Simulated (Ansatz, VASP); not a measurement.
# Two plane-wave programs on MgSe

The input INCAR:

```
PREC = Accurate
ENCUT = 600
EDIFF = 1E-6
ISMEAR = 0
SIGMA = 0.1
LREAL = False
LASPH = True
NELM = 120
ALGO = Normal
ISIF = 2
LWAVE = False
LCHARG = True
LELF = True
LVHAR = True
NBANDS = 11
GGA_COMPAT = False
```

KPOINTS

```
regular mesh
0
Gamma
  6 6 6
```

File POSCAR:

```
MgSe
1.0
    0.0000000000      2.7250000000      2.7250000000
    2.7250000000      0.0000000000      2.7250000000
    2.7250000000      2.7250000000      0.0000000000
Mg Se
1 1
Direct
    0.0000000000      0.0000000000      0.0000000000
    0.5000000000      0.5000000000      0.5000000000
```

Input for Ansatz:

```yaml
crystal:
  lattice:
    - [0.0, 2.725, 2.725]
    - [2.725, 0.0, 2.725]
    - [2.725, 2.725, 0.0]
  atoms:
    - { symbol: Mg, position: [0.0, 0.0, 0.0] }
    - { symbol: Se, position: [0.5, 0.5, 0.5] }
basis:
  ecutwfc: 420
kpoints:
  mp_grid: { grid: [6, 6, 6] }
hamiltonian:
  xc: lda
  pseudopotentials: { kind: paw, azcp: { folder: soft_1 } }
scf:
  occupations: { method: gaussian, width: 0.1 }
output:
  forces: true
  stress: true
  eigenvalues: true
```

Alike in both runs: task single point; functional LDA; k mesh 6 × 6 × 6; occupations gaussian, width 0.1 eV; no spin polarisation.

|  | VASP | Ansatz |
| --- | --- | --- |
| version | VASP 6.6.1 | Ansatz 0.2.0 |
| potentials or method | VASP PAW LDA potentials, release 64 (Mg, Se), cutoff 600 eV | scalar-relativistic, plane waves, PAW |
| valence electrons in the cell | 8 | 26 |

```csv
,VASP,Ansatz,Ansatz less VASP
gap on the k mesh at the Fermi level (eV),1.65,1.66,+0.015
least direct gap on the mesh (eV),2.40,2.38,-0.020
pressure (GPa),-2.4,-2.1,+0.31
```

Ansatz warns that its potentials were made for another functional, while VASP's fit it. LDA's correlation is that of Perdew and Zunger in VASP and of Perdew and Wang (1992) in Ansatz. VASP's potentials hold 8 valence electrons a cell and Ansatz's 26, so a difference there can come from the potentials and not from the codes.
